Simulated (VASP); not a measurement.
Set up this calculation in VASP 6.6.1, as the native input.

```
Task                   : single point
Functional             : PBE
Potentials or basis    : VASP PAW PBE potentials, release 64 (Ga_d, N)
Cutoff                 : 520 eV
k mesh                 : 12 × 12 × 6
Occupations            : gaussian, width 0.05 eV
Spin                   : no spin polarisation
Dipole correction      : no
Further INCAR settings : ALGO = Normal; EDIFF = 1e-06; NBANDS = 26
```

The structure of GaN lies in POSCAR:

```
GaN
1.0
    3.1799996605      0.0000000000      0.0000000000
   -1.5899998303      2.7539604900      0.0000000000
    0.0000000000      0.0000000000      5.1660000000
Ga N
2 2
Direct
    0.3333333333      0.6666666667      0.0000000000
    0.6666666667      0.3333333333      0.5000000000
    0.3280740840      0.6640370420      0.3710555630
    0.6614074174      0.3307037087      0.8710555630
```

This cell differs from its parent crystal: all N atoms moved +0.025 Å, as atom 3 towards its neighbour atom 4 (N) at 3.169 Å.

The input as run:

INCAR

```
PREC = Accurate ; ENCUT = 520
EDIFF = 1E-6 ; ISMEAR = 0
SIGMA = 0.05 ; LREAL = F
LASPH = T ; NELM = 60
ALGO = Normal ; ISIF = 2
LWAVE = F ; LCHARG = T
GGA = PE ; LELF = T
LVHAR = T ; NBANDS = 26
```

KPOINTS

```
regular mesh
0
Gamma
  12 12 6
```

Potentials or basis: VASP PAW PBE potentials, release 64 (Ga_d, N).

Command:

```bash
$ cat potpaw_PBE.64/Ga_d/POTCAR potpaw_PBE.64/N/POTCAR > POTCAR
$ mpirun -np 1 vasp_std > vasp.out
```

Results of the run:

```json
{"Pressure": "7.5 GPa", "Largest force": "0.442 eV/Å", "Band gap on the k mesh": "1.95 eV"}
```

Caveat: the cell differs from its parent crystal (all N atoms moved +0.025 Å, as atom 3 towards its neighbour atom 4 (N) at 3.169 Å); the cell stands under pressure.

It took 2.3 min on 1 thread of Intel(R) Xeon(R) Platinum 8488C (Sapphire Rapids), on a shared host, peak memory 0.34 GiB.
